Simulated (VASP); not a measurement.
# Fe (Im-3m) in VASP: a series of runs, part 2 of 2

VASP 6.6.1. The steps go on from the part before.

## (3) Density of states, LDA, collinear spin, ferromagnetic start (volume scaled by 0.4)

File POSCAR:

```
Fe
1.0
   -1.0136316130      1.0136316130      1.0136316130
    1.0136316130     -1.0136316130      1.0136316130
    1.0136316130      1.0136316130     -1.0136316130
Fe
1
Direct
    0.0000000000      0.0000000000      0.0000000000
```

File INCAR.step1:

```
SYSTEM = Fe
ALGO = Normal ; EDIFF = 1E-7
ENCUT = 520 ; GGA = CA
ISIF = 2 ; ISMEAR = -1
ISPIN = 2 ; LASPH = .TRUE.
LCHARG = .TRUE. ; LMAXMIX = 4
LREAL = .FALSE. ; LWAVE = .FALSE.
MAGMOM = 2.5 ; NBANDS = 14
NELM = 150 ; PREC = Accurate
SIGMA = 0.05
```

File KPOINTS.step1:

```
k-points
0
G
  21 21 21
  0 0 0
```

File INCAR.step2:

```
SYSTEM = Fe
ALGO = Normal ; EDIFF = 1E-7
ENCUT = 520 ; GGA = CA
ICHARG = 11 ; ISIF = 2
ISMEAR = -5 ; ISPIN = 2
LASPH = .TRUE. ; LCHARG = .FALSE.
LMAXMIX = 4 ; LORBIT = 10
LREAL = .FALSE. ; LWAVE = .FALSE.
MAGMOM = 2.5 ; NEDOS = 2001
NELM = 150 ; PREC = Accurate
SIGMA = 0.05
```

File KPOINTS.step2:

```
k-points
0
G
  32 32 32
  0 0 0
```

Potentials or basis: VASP PAW LDA potentials, release 64 (Fe).

On the command line:

```sh
> cat potpaw_LDA.64/Fe/POTCAR > POTCAR
> cp INCAR.step1 INCAR
> cp KPOINTS.step1 KPOINTS
> mpirun -np 1 vasp_std > vasp.out
> cp INCAR.step2 INCAR
> cp KPOINTS.step2 KPOINTS
> mpirun -np 1 vasp_std > vasp.out
```

OUTCAR:

```text
SYSTEM = Fe
   EDIFF = 1E-7
   ENCUT = 520
   GGA = CA
   ICHARG = 11
   ISIF = 2
   ISMEAR = -5
   ISPIN = 2
   LASPH = .TRUE.
   LORBIT = 10
   LREAL = .FALSE.
   NELM = 150
   PREC = Accurate

 ion  position               nearest neighbor table
   1  0.000  0.000  0.000-

  LATTYP: Found a body centered cubic cell.
 ALAT       =     2.0272632260

  Lattice vectors:

[... 779 lines left out ...]
      9      63.9509      0.00000

 [... further k-points ...]
[... 5 lines left out ...]
  --------------------------------------------------------------------------------------
  -------------------------------------------------------------------------------------
  Total       42.8763372     42.8763372     42.8763372     -0.0000000     -0.0000000     -0.0000000
  in kB    16490.2723452  16490.2723452  16490.2723452     -0.0000000     -0.0000000     -0.0000000
  external PRESSURE =   16490.2723452 kB  Pullay stress =       0.0000000 kB

 VOLUME and BASIS-vectors are now :
 -----------------------------------------------------------------------------
  energy-cutoff  :      520.00
  volume of cell :        4.17
      direct lattice vectors                 reciprocal lattice vectors
    -1.013631613  1.013631613  1.013631613     0.000000000  0.493275854  0.493275854
     1.013631613 -1.013631613  1.013631613     0.493275854  0.000000000  0.493275854
     1.013631613  1.013631613 -1.013631613     0.493275854  0.493275854  0.000000000

 POSITION                                       TOTAL-FORCE (eV/Angst)
 -----------------------------------------------------------------------------------
      0.00000      0.00000      0.00000         0.000000      0.000000      0.000000
 -----------------------------------------------------------------------------------
    total drift:                               -0.000000     -0.000000     -0.000000

  FREE ENERGIE OF THE ION-ELECTRON SYSTEM (eV)
  ---------------------------------------------------
  free  energy   TOTEN  =         5.4983428574 eV

  energy  without entropy=        5.4983428574  energy(sigma->0) =        5.49834286

 total charge

# of ion       s       p       d       tot
------------------------------------------
    1        1.122   1.760   8.926  11.808

 magnetization (x)

# of ion       s       p       d       tot
------------------------------------------
    1        0.000   0.000  -0.000  -0.000
```

OUTCAR.step1:

```text
SYSTEM = Fe
   EDIFF = 1E-7
   ENCUT = 520
   GGA = CA
   ISIF = 2
   ISMEAR = -1
   ISPIN = 2
[... 1056 lines left out ...]
 -----------------------------------------------------------------------------------
      0.00000      0.00000      0.00000        -0.000000      0.000000      0.000000
 -----------------------------------------------------------------------------------
    total drift:                               -0.000000     -0.000000     -0.000000

  FREE ENERGIE OF THE ION-ELECTRON SYSTEM (eV)
  ---------------------------------------------------
  free  energy   TOTEN  =         5.4951943797 eV

  energy  without entropy=        5.5023960060  energy(sigma->0) =        5.49879519
```

OSZICAR.step1:

```text
N       E                     dE             d eps       ncg     rms          rms(c)
DAV:   1     0.326259852123E+02    0.32626E+02   -0.36208E+03 18558   0.928E+02
DAV:   2     0.518062541578E+01   -0.27445E+02   -0.25980E+02 18836   0.153E+02
DAV:   3     0.470913546778E+01   -0.47149E+00   -0.46993E+00 18152   0.193E+01
DAV:   4     0.470886777591E+01   -0.26769E-03   -0.26768E-03 19106   0.424E-01
DAV:   5     0.470886770786E+01   -0.68048E-07   -0.67065E-07 17868   0.654E-03    0.612E+01
DAV:   6     0.511186181680E+01    0.40299E+00   -0.38762E-01 18464   0.102E+01    0.412E+01
DAV:   7     0.543654663083E+01    0.32468E+00   -0.32271E-01 18898   0.746E+00    0.271E+01
DAV:   8     0.552865184659E+01    0.92105E-01   -0.70820E-02 20136   0.277E+00    0.693E+00
DAV:   9     0.549609005909E+01   -0.32562E-01   -0.58416E-02 20762   0.338E+00    0.690E-01
DAV:  10     0.549519573569E+01   -0.89432E-03   -0.80864E-04 17976   0.398E-01    0.238E-01
DAV:  11     0.549521320492E+01    0.17469E-04   -0.73556E-05 20288   0.135E-01    0.181E-01
DAV:  12     0.549519388876E+01   -0.19316E-04   -0.20437E-05 20686   0.634E-02    0.472E-02
DAV:  13     0.549519433757E+01    0.44880E-06   -0.11783E-06 19676   0.138E-02    0.163E-02
DAV:  14     0.549519437967E+01    0.42107E-07   -0.21816E-07 18098   0.817E-03
   1 F= 0.54951944E+01 E0= 0.54987952E+01  d E =-.720163E-02  mag=    -0.0000
```

It took 42 s on 1 thread of Intel Xeon 6975P-C (Granite Rapids), shared host; peak memory 0.29 GiB.

What came out:

```
Net moment : 0.00 μB per cell
```

Levels at points of the mesh, in eV from the Fermi level:
Spin up:
```csv
k point,band 1,band 2,band 3,band 4,band 5,band 6,band 7,band 8
"(0.00, 0.00, 0.00)",-11.25,-6.40,-6.40,-6.40,-0.75,-0.75,34.76,34.76
"(0.50, 0.00, 0.00)",-14.88,-11.31,-0.11,0.83,5.05,6.05,24.91,26.67
"(0.50, 0.50, 0.50)",-17.34,-17.34,3.74,3.74,3.74,23.47,23.47,23.47
```
Spin down:
```csv
k point,band 1,band 2,band 3,band 4,band 5,band 6,band 7,band 8,band 9
"(0.00, 0.00, 0.00)",-11.25,-6.40,-6.40,-6.40,-0.75,-0.75,34.76,34.76,34.76
"(0.50, 0.00, 0.00)",-14.88,-11.31,-0.11,0.83,5.05,6.05,24.91,26.67,40.06
"(0.50, 0.50, 0.50)",-17.34,-17.34,3.74,3.74,3.74,23.47,23.47,23.47,34.11
```

Caveat: the starting moments collapsed, and a magnetic state may lie lower; tetrahedron occupations give inexact forces and stress in metals.
